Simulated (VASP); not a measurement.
# TiSe (P6_3/mmc) in VASP: single point with PBEsol

Aim: the single point of TiSe with PBEsol.

Program: VASP 6.6.1. These are calculated values, not measurements. Logs are shortened: lines on timing, memory, paths and dates and some standing lists are left out, and cuts for length are marked.

## Step 1: The cell of the first run

Symmetry: P6_3/mmc, No. 194, hexagonal system. Conventional cell: a = 3.559 Å, b = 3.559 Å, c = 6.220 Å, α = 90.00°, β = 90.00°, γ = 120.00°. Within 3.4 Å of Ti (site symmetry -3m) lie 6 Se at 2.58 Å and 2 Ti at 3.11 Å. Within 3.4 Å of Se (site symmetry -6m2) lie 6 Ti at 2.58 Å.

## Step 2: Single point, PBEsol

The input, POSCAR:

```
TiSe
1.0
    3.5590000000      0.0000000000      0.0000000000
   -1.7795000000      3.0821844121      0.0000000000
    0.0000000000      0.0000000000      6.2200000000
Ti Se
2 2
Direct
    0.0000000000      0.0000000000      0.0000000000
    0.0000000000      0.0000000000      0.5000000000
    0.3333333333      0.6666666667      0.2500000000
    0.6666666667      0.3333333333      0.7500000000
```

The input, INCAR.step1:

```
ALGO = Normal
EDIFF = 1E-6
ENCUT = 400
GGA = PS
GGA_COMPAT = False
ISIF = 2
ISMEAR = 0
LASPH = True
LCHARG = True
LMAXMIX = 4
LORBIT = 11
LREAL = False
LWAVE = False
NBANDS = 26
NEDOS = 2001
NELM = 120
PREC = Accurate
SIGMA = 0.1
```

The input, KPOINTS.step1:

```
k-points
0
Gamma
  10 10 5
```

The input, INCAR.step2:

```
ALGO = Normal
EDIFF = 1E-6
ENCUT = 400
GGA = PS
GGA_COMPAT = False
ICHARG = 11
ISIF = 2
ISMEAR = -5
LASPH = True
LCHARG = False
LMAXMIX = 4
LORBIT = 11
LREAL = False
LWAVE = False
NEDOS = 2001
NELM = 120
PREC = Accurate
SIGMA = 0.1
```

The input, KPOINTS.step2:

```
k-points
0
Gamma
  15 15 8
```

Potentials or basis: VASP PAW PBE potentials, release 64 (Ti_sv, Se).

On the command line:

```console
cat potpaw_PBE.64/Ti_sv/POTCAR potpaw_PBE.64/Se/POTCAR > POTCAR
cp INCAR.step1 INCAR
cp KPOINTS.step1 KPOINTS
mpirun -np 1 vasp_std > vasp.out
cp INCAR.step2 INCAR
cp KPOINTS.step2 KPOINTS
mpirun -np 1 vasp_std > vasp.out
```

OUTCAR:

```text
EDIFF = 1E-6
   ENCUT = 400
   GGA = PS
   ICHARG = 11
   ISIF = 2
   ISMEAR = -5
   LASPH = True
   LORBIT = 11
   LREAL = False
   NELM = 120
   PREC = Accurate

 ion  position               nearest neighbor table
   1  0.000  0.000  0.000-   3 2.58   4 2.58   4 2.58   3 2.58   4 2.58   3 2.58
   2  0.000  0.000  0.500-   3 2.58   4 2.58   4 2.58   3 2.58   4 2.58   3 2.58
   3  0.333  0.667  0.250-   1 2.58   2 2.58   1 2.58   2 2.58   1 2.58   2 2.58
   4  0.667  0.333  0.750-   1 2.58   2 2.58   1 2.58   2 2.58   1 2.58   2 2.58

  LATTYP: Found a hexagonal cell.
 ALAT       =     3.5590000000
 C/A-ratio  =     1.7476819331

  Lattice vectors:

 A1 = (   3.5590000000,   0.0000000000,   0.0000000000)
 A2 = (  -1.7795000000,   3.0821844121,   0.0000000000)
 A3 = (   0.0000000000,   0.0000000000,   6.2200000000)

Analysis of symmetry for initial positions (statically):
=====================================================================
 Subroutine PRICEL returns:
 Original cell was already a primitive cell.

 Routine SETGRP: Setting up the symmetry group for a
 hexagonal supercell.

 Subroutine GETGRP returns: Found 24 space group operations
 (whereof 12 operations were pure point group operations)
 out of a pool of 24 trial point group operations.

The static configuration has the point symmetry D_3d.
 The point group associated with its full space group is D_6h.

Analysis of symmetry for dynamics (positions and initial velocities):
=====================================================================
 Subroutine PRICEL returns:
 Original cell was already a primitive cell.

 Routine SETGRP: Setting up the symmetry group for a
 hexagonal supercell.

 Subroutine GETGRP returns: Found 24 space group operations
 (whereof 12 operations were pure point group operations)
 out of a pool of 24 trial point group operations.

The dynamic configuration has the point symmetry D_3d.
 The point group associated with its full space group is D_6h.

 Subroutine INISYM returns: Found 24 space group operations
 (whereof 12 operations are pure point group operations),
 and found     1 'primitive' translations

----------------------------------------------------------------------------------------

[... 103 lines left out ...]
   NFREE  =      0    steps in history (QN), initial steepest desc. (CG)
   ISIF   =      2    stress and relaxation
   ISYM   =      2    0-nonsym 1-usesym 2-fastsym
   POTIM  = 0.5000    time-step for ionic-motion
   TEBEG  =    0.0;   TEEND  =   0.0 temperature during run
   PSTRESS=    0.0 pullay stress
   NELECT =      36.0000    total number of electrons
   NUPDOWN=      -1.0000    fix difference up-down
   EMIN   =  10.00;   EMAX   =-10.00  energy-range for DOS
   EFERMI =   0.00;   METHOD = LEGACY
   ISMEAR =    -5;   SIGMA  =   0.10  broadening in eV -4-tet -1-fermi 0-gaus
   EFERMI_NEDOS =   21; number of points for ismear=-14 and -15
   IALGO  =     38    algorithm
   IMIX   =      4    mixing-type and parameters
     AMIX     =   0.40;   BMIX     =  1.00
     AMIX_MAG =   1.60;   BMIX_MAG =  1.00
  volume/ion in A,a.u.               =      17.06       115.11
  Fermi-wavevector in a.u.,A,eV,Ry     =   1.322868  2.499859 23.809937  1.749981
  Thomas-Fermi vector in A             =   2.452518
   LORBIT       =     11    0 simple, 1 ext, 2 COOP (PROOUT), +10 PAW based schemes
   GGA     = PS    functional components
   LHFCALC =     F    Hartree Fock is set to
   AEXX    =    0.0000 exact exchange contribution
   IVDW    =     0    specifies the selected vdW correction
   LEPSILON=     F    determine dielectric tensor
   LRPA    =     F    only Hartree local field effects (RPA)
 non-spin polarized calculation
 Fermi weights with tetrahedron method with Bloechl corrections
  energy-cutoff  :      400.00
  volume of cell :       68.23
 maximum number of plane-waves:      1275
 NGX is ok and might be reduce to    24

 number of electron      36.0000029 magnetization

 Free energy of the ion-electron system (eV)
  ---------------------------------------------------
  ext. energy  EPLUGINS =         0.00000000
  ---------------------------------------------------
  free energy    TOTEN  =       -28.92195961 eV

  energy without entropy =      -28.92195961  energy(sigma->0) =      -28.92195961

 E-fermi :   8.7062     XC(G=0): -11.4687

 val. band max:        8.8003313580   @ k =   0.0000   0.0000   0.5000
 cond. band min:       8.6751027154   @ k =   0.1333   0.1333   0.5000
 fundamental gap:     -0.1252286425
 Fermi energy:         8.7062108295

 k-point     1 :       0.0000    0.0000    0.0000
  band No.  band energies     occupation
      1     -48.4427      2.00000
      2     -48.4219      2.00000
      3     -24.9364      2.00000
      4     -24.8549      2.00000
      5     -24.8549      2.00000
      6     -24.8303      2.00000
[... 589 lines left out ...]
     21       9.6359      0.00000
     22      10.3186      0.00000

 [... further k-points ...]

------------------------ aborting loop because EDIFF is reached ----------------------------------------

  FORCE on cell =-STRESS in cart. coord.  units (eV):
  Direction    XX          YY          ZZ          XY          YZ          ZX
  --------------------------------------------------------------------------------------
  -------------------------------------------------------------------------------------
  Total       -1.7947343     -1.7947343      2.4717280      0.0000000     -0.0000000     -0.0000000
  in kB      -42.1438064    -42.1438064     58.0409171      0.0000000     -0.0000000     -0.0000000
  external PRESSURE =      -8.7488986 kB  Pullay stress =       0.0000000 kB

 VOLUME and BASIS-vectors are now :
 -----------------------------------------------------------------------------
  energy-cutoff  :      400.00
  volume of cell :       68.23
      direct lattice vectors                 reciprocal lattice vectors
     3.559000000  0.000000000  0.000000000     0.280977803  0.162222610  0.000000000
    -1.779500000  3.082184412  0.000000000     0.000000000  0.324445220  0.000000000
     0.000000000  0.000000000  6.220000000     0.000000000  0.000000000  0.160771704

 POSITION                                       TOTAL-FORCE (eV/Angst)
 -----------------------------------------------------------------------------------
      0.00000      0.00000      0.00000         0.000000      0.000000     -0.000000
      0.00000      0.00000      3.11000         0.000000      0.000000     -0.000000
     -0.00000      2.05479      1.55500         0.000000     -0.000000      0.000000
      1.77950      1.02739      4.66500        -0.000000      0.000000      0.000000
 -----------------------------------------------------------------------------------
    total drift:                               -0.000000      0.000000     -0.000000

  FREE ENERGIE OF THE ION-ELECTRON SYSTEM (eV)
  ---------------------------------------------------
  free  energy   TOTEN  =       -28.9219596077 eV

  energy  without entropy=      -28.9219596077  energy(sigma->0) =      -28.92195961

 total charge

# of ion       s       p       d       tot
------------------------------------------
    1        2.147   6.115   2.044  10.306
    2        2.147   6.115   2.044  10.306
    3        1.429   2.460   0.087   3.976
    4        1.429   2.460   0.087   3.976
--------------------------------------------------
tot          7.152  17.150   4.262  28.564
```

OUTCAR.step1:

```text
EDIFF = 1E-6
   ENCUT = 400
   GGA = PS
   ISIF = 2
   ISMEAR = 0
   LASPH = True
   LORBIT = 11
   LREAL = False
   NELM = 120
[... 930 lines left out ...]
    total drift:                               -0.000000      0.000000      0.000000

  FREE ENERGIE OF THE ION-ELECTRON SYSTEM (eV)
  ---------------------------------------------------
  free  energy   TOTEN  =       -28.9306724367 eV

  energy  without entropy=      -28.9083041374  energy(sigma->0) =      -28.91948829

 total charge

# of ion       s       p       d       tot
------------------------------------------
    1        2.147   6.115   2.044  10.306
    2        2.147   6.115   2.044  10.306
    3        1.429   2.461   0.087   3.977
    4        1.429   2.461   0.087   3.977
--------------------------------------------------
tot          7.152  17.151   4.263  28.566
```

It took 77 s on 1 thread of AMD EPYC 9R45 (Zen 5), shared host; peak memory 0.21 GiB.

Results:

| Item | Value |
| --- | --- |
| Valence electrons inside the program's atomic spheres | Ti 10.31; Se 3.98 |

Caveat: the PAW data sets were made with another functional, which shifts forces and pressure a little; tetrahedron occupations give inexact forces and stress in metals.
